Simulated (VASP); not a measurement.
# Rb2Re (P-3m1) in VASP: single point with PBE

Aim: the single point of Rb2Re with PBE.

Everything below comes from runs of VASP 6.6.1. Logs are shortened: lines on timing, memory, paths and dates and some standing lists are left out, and cuts for length are marked.

## Step 1: The cell of the first run

It takes space group P-3m1 (No. 164, trigonal). Conventional cell: a = 3.140 Å, b = 3.140 Å, c = 10.430 Å, α = 90.00°, β = 90.00°, γ = 120.00°. Within 4.1 Å of Rb (site symmetry 3m) lie 6 Rb at 3.14 Å and 3 Re at 3.40 Å. Re (site symmetry -3m) has 6 Re at 3.14 Å and 6 Rb at 3.40 Å within 4.1 Å.

The cell was built from a structure type or drawn by symmetry, and may not be a known phase.

## Step 2: Single point, PBE

The input, INCAR:

```
SYSTEM = Rb2Re
ALGO = Fast ; EDIFF = 1E-6
ENCUT = 520 ; GGA = PE
ISIF = 2 ; ISMEAR = 0
LASPH = .True. ; LCHARG = .True.
LELF = .True. ; LREAL = .False.
LVHAR = .True. ; LWAVE = .False.
NBANDS = 20 ; NELM = 60
PREC = Accurate ; SIGMA = 0.1
```

The input, KPOINTS:

```
k-points
0
Gamma
  18 18 6
  0 0 0
```

The input, POSCAR:

```
Rb2Re
1.0
    3.1400742196      0.0000000000      0.0000000000
   -1.5700371098      2.7193840439      0.0000000000
    0.0000000000      0.0000000000     10.4302718384
Rb Re
2 1
Direct
    0.3333333333      0.6666666667      0.7243895884
    0.6666666667      0.3333333333      0.2756104116
    0.0000000000      0.0000000000      0.0000000000
```

Potentials or basis: VASP PAW PBE potentials, release 64 (Rb_sv, Re).

Command:

```bash
cat potpaw_PBE.64/Rb_sv/POTCAR potpaw_PBE.64/Re/POTCAR > POTCAR
mpirun -np 1 vasp_std > vasp.out
```

OUTCAR:

```text
SYSTEM = Rb2Re
   EDIFF = 1E-6
   ENCUT = 520
   GGA = PE
   ISIF = 2
   ISMEAR = 0
   LASPH = .True.
   LREAL = .False.
   NELM = 60
   PREC = Accurate

 ion  position               nearest neighbor table
   1  0.333  0.667  0.724-   3 3.40   3 3.40   3 3.40   2 5.02   2 5.02   2 5.02
   2  0.667  0.333  0.276-   3 3.40   3 3.40   3 3.40   1 5.02   1 5.02   1 5.02
   3  0.000  0.000  0.000-   1 3.40   2 3.40   1 3.40   2 3.40   2 3.40   1 3.40

  LATTYP: Found a hexagonal cell.
 ALAT       =     3.1400742196
 C/A-ratio  =     3.3216641101

  Lattice vectors:

 A1 = (   3.1400742196,   0.0000000000,   0.0000000000)
 A2 = (  -1.5700371098,   2.7193840439,   0.0000000000)
 A3 = (   0.0000000000,   0.0000000000,  10.4302718384)

Analysis of symmetry for initial positions (statically):
=====================================================================
 Subroutine PRICEL returns:
 Original cell was already a primitive cell.

 Routine SETGRP: Setting up the symmetry group for a
 hexagonal supercell.

 Subroutine GETGRP returns: Found 12 space group operations
 (whereof 12 operations were pure point group operations)
 out of a pool of 24 trial point group operations.

The static configuration has the point symmetry D_3d.

Analysis of symmetry for dynamics (positions and initial velocities):
=====================================================================
 Subroutine PRICEL returns:
 Original cell was already a primitive cell.

 Routine SETGRP: Setting up the symmetry group for a
 hexagonal supercell.

 Subroutine GETGRP returns: Found 12 space group operations
 (whereof 12 operations were pure point group operations)
 out of a pool of 24 trial point group operations.

The dynamic configuration has the point symmetry D_3d.

 Subroutine INISYM returns: Found 12 space group operations
 (whereof 12 operations are pure point group operations),
 and found     1 'primitive' translations

----------------------------------------------------------------------------------------

                                     Primitive cell

  volume of cell :      89.0648

  direct lattice vectors                    reciprocal lattice vectors
     3.140074220  0.000000000  0.000000000     0.318463810  0.183865166  0.000000000
    -1.570037110  2.719384044  0.000000000     0.000000000  0.367730333  0.000000000
[... 85 lines left out ...]
   ENCUT  =  520.0 eV  38.22 Ry    6.18 a.u.   5.84  5.84 19.39*2*pi/ulx,y,z
   NELM   =     60;   NELMIN=  2; NELMDL= -5     # of ELM steps
   EDIFF  = 0.1E-05   stopping-criterion for ELM
   LREAL  =      F    real-space projection
   EDIFFG = 0.1E-04   stopping-criterion for IOM
   NSW    =      0    number of steps for IOM
   IBRION =     -1    ionic relax: 0-MD 1-quasi-New 2-CG
   NFREE  =      0    steps in history (QN), initial steepest desc. (CG)
   ISIF   =      2    stress and relaxation
   ISYM   =      2    0-nonsym 1-usesym 2-fastsym
   POTIM  = 0.5000    time-step for ionic-motion
   TEBEG  =    0.0;   TEEND  =   0.0 temperature during run
   PSTRESS=    0.0 pullay stress
   NELECT =      25.0000    total number of electrons
   NUPDOWN=      -1.0000    fix difference up-down
   EMIN   =  10.00;   EMAX   =-10.00  energy-range for DOS
   EFERMI =   0.00;   METHOD = LEGACY
   ISMEAR =     0;   SIGMA  =   0.10  broadening in eV -4-tet -1-fermi 0-gaus
   EFERMI_NEDOS =   21; number of points for ismear=-14 and -15
   IALGO  =     68    algorithm
   IMIX   =      4    mixing-type and parameters
     AMIX     =   0.40;   BMIX     =  1.00
     AMIX_MAG =   1.60;   BMIX_MAG =  1.00
  volume/ion in A,a.u.               =      29.69       200.35
  Fermi-wavevector in a.u.,A,eV,Ry     =   1.071896  2.025590 15.632575  1.148962
  Thomas-Fermi vector in A             =   2.207650
   LORBIT       =      0    0 simple, 1 ext, 2 COOP (PROOUT), +10 PAW based schemes
   GGA     = PE    functional components
   LHFCALC =     F    Hartree Fock is set to
   AEXX    =    0.0000 exact exchange contribution
   IVDW    =     0    specifies the selected vdW correction
   LEPSILON=     F    determine dielectric tensor
   LRPA    =     F    only Hartree local field effects (RPA)
 non-spin polarized calculation
 RMM-DIIS sequential band-by-band and
 Gauss-broadening in eV      SIGMA  =   0.10
  energy-cutoff  :      520.00
  volume of cell :       89.06
 maximum number of plane-waves:      2422
   NGX = 11   NGY = 11   NGZ = 39

 number of electron      25.0000001 magnetization

 Free energy of the ion-electron system (eV)
  ---------------------------------------------------
  ext. energy  EPLUGINS =         0.00000000
  ---------------------------------------------------
  free energy    TOTEN  =        -8.79390055 eV

  energy without entropy =       -8.77484721  energy(sigma->0) =       -8.78437388

 E-fermi :   3.3669     XC(G=0):  -9.2379

 val. band max:        3.3666111494   @ k =   0.2778   0.1667   0.3333
 cond. band min:       3.3683408170   @ k =   0.0000   0.4444   0.3333
 fundamental gap:      0.0017296676
 Fermi energy:         3.3668990898

 k-point     1 :       0.0000    0.0000    0.0000
  band No.  band energies     occupation
      1     -26.2995      2.00000
      2     -26.2960      2.00000
      3     -10.2924      2.00000
      4     -10.1525      2.00000
      5      -8.6289      2.00000
      6      -8.6289      2.00000
[... 541 lines left out ...]
     19       7.7396      0.00000
     20       8.3555      0.00000

 [... further k-points ...]

------------------------ aborting loop because EDIFF is reached ----------------------------------------

  FORCE on cell =-STRESS in cart. coord.  units (eV):
  Direction    XX          YY          ZZ          XY          YZ          ZX
  --------------------------------------------------------------------------------------
  -------------------------------------------------------------------------------------
  Total        0.1134667      0.1134667     -0.0556611      0.0000000      0.0000000      0.0000000
  in kB        2.0411410      2.0411410     -1.0012816      0.0000000      0.0000000      0.0000000
  external PRESSURE =       1.0270001 kB  Pullay stress =       0.0000000 kB

 VOLUME and BASIS-vectors are now :
 -----------------------------------------------------------------------------
  energy-cutoff  :      520.00
  volume of cell :       89.06
      direct lattice vectors                 reciprocal lattice vectors
     3.140074220  0.000000000  0.000000000     0.318463810  0.183865166  0.000000000
    -1.570037110  2.719384044  0.000000000     0.000000000  0.367730333  0.000000000
     0.000000000  0.000000000 10.430271838     0.000000000  0.000000000  0.095874778

 POSITION                                       TOTAL-FORCE (eV/Angst)
 -----------------------------------------------------------------------------------
     -0.00000      1.81292      7.55558        -0.000000      0.000000      0.019863
      1.57004      0.90646      2.87469         0.000000      0.000000     -0.019863
      0.00000      0.00000      0.00000         0.000000      0.000000      0.000000
 -----------------------------------------------------------------------------------
    total drift:                                0.000000     -0.000000      0.000000

  FREE ENERGIE OF THE ION-ELECTRON SYSTEM (eV)
  ---------------------------------------------------
  free  energy   TOTEN  =        -8.7939005507 eV

  energy  without entropy=       -8.7748472114  energy(sigma->0) =       -8.78437388
```

OSZICAR:

```text
N       E                     dE             d eps       ncg     rms          rms(c)
DAV:   1     0.122482623793E+03    0.12248E+03   -0.11410E+04 12876   0.117E+03
DAV:   2    -0.190578058657E+01   -0.12439E+03   -0.12013E+03 13784   0.290E+02
DAV:   3    -0.953932764583E+01   -0.76335E+01   -0.75304E+01 13616   0.707E+01
[... 39 lines left out ...]
RMM:  43    -0.879389727282E+01   -0.11153E-05   -0.13725E-05  8938   0.526E-02    0.104E-02
RMM:  44    -0.879389817657E+01   -0.90375E-06   -0.11566E-05  8823   0.521E-02    0.105E-02
RMM:  45    -0.879389907136E+01   -0.89479E-06   -0.11383E-05  8675   0.517E-02    0.109E-02
RMM:  46    -0.879389983482E+01   -0.76346E-06   -0.10062E-05  8695   0.542E-02    0.110E-02
RMM:  47    -0.879390055075E+01   -0.71592E-06   -0.96187E-06  8512   0.507E-02
   1 F= -.87939006E+01 E0= -.87843739E+01  d E =-.190533E-01
```

It took 22 min on 1 thread of Intel Xeon Platinum 8259CL at 2.50GHz (Skylake/Cascade Lake), shared host; peak memory 0.47 GiB.

What came out:

* Free energy: -8.7939 eV
* Pressure: 0.1 GPa
* Largest force: 0.020 eV/Å
* Band gap on the k mesh: zero (an odd number of electrons rules out a gap without spin polarisation)

Forces in eV/Å, atoms in the order of the input:
```
Rb   0.000  0.000  0.020
Rb   0.000  0.000 -0.020
Re   0.000  0.000  0.000
```

Caveat: spin-orbit coupling is left out, which moves the levels of the heavy elements.
